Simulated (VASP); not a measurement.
Write the native input for VASP 6.6.1 that does the following.

| Property | Result |
| --- | --- |
| Task | relaxation of cell and atoms |
| Functional | LDA |
| Potentials or basis | VASP PAW LDA potentials, release 64 (Cu) |
| Cutoff | 600 eV |
| k mesh | 20 × 20 × 20 |
| Occupations | gaussian, width 0.1 eV |
| Spin | no spin polarisation |
| Dipole correction | no |
| Further INCAR settings | ALGO = Normal; EDIFF = 1e-06; IBRION = 2; EDIFFG = -0.002; NSW = 100; ISIF = 3 |

The structure of Cu lies in POSCAR:

```
Cu
1.0
    0.0000000000      1.7598111920      1.7598111920
    1.7598111920      0.0000000000      1.7598111920
    1.7598111920      1.7598111920      0.0000000000
Cu
1
Direct
    0.0000000000      0.0000000000      0.0000000000
```

These files were run (other wordings do the same):

INCAR

```
SYSTEM = Cu
  ALGO = Normal
  EDIFF = 1E-6
  EDIFFG = -0.002
  ENCUT = 600
  GGA = CA
  IBRION = 2
  ISIF = 3
  ISMEAR = 0
  LASPH = .True.
  LCHARG = .False.
  LREAL = .False.
  LWAVE = .False.
  NELM = 80
  NSW = 100
  PREC = Accurate
  SIGMA = 0.1
```

KPOINTS

```
k-points
0
Gamma
  20 20 20
  0 0 0
```

Potentials or basis: VASP PAW LDA potentials, release 64 (Cu).

Run with:

```console
$ cat potpaw_LDA.64/Cu/POTCAR > POTCAR
$ mpirun -np 1 vasp_std > vasp.out
```

Results of the run:

* Relaxed volume: 10.94 Å³/atom
* Relaxed cell: a = 2.492 Å, b = 2.492 Å, c = 2.492 Å, α = 60.00°, β = 60.00°, γ = 60.00°
* Space group after relaxing (to 0.05 Å): Fm-3m (No. 225)
* Energy gained by relaxing: 0.1 meV/atom
* Ionic steps: 3
* Pressure after relaxing: 0.0 GPa

Run time: 37 s on 1 thread of AMD EPYC 7R43 64-Core Processor (Zen 3) (shared host), peak memory 0.11 GiB.
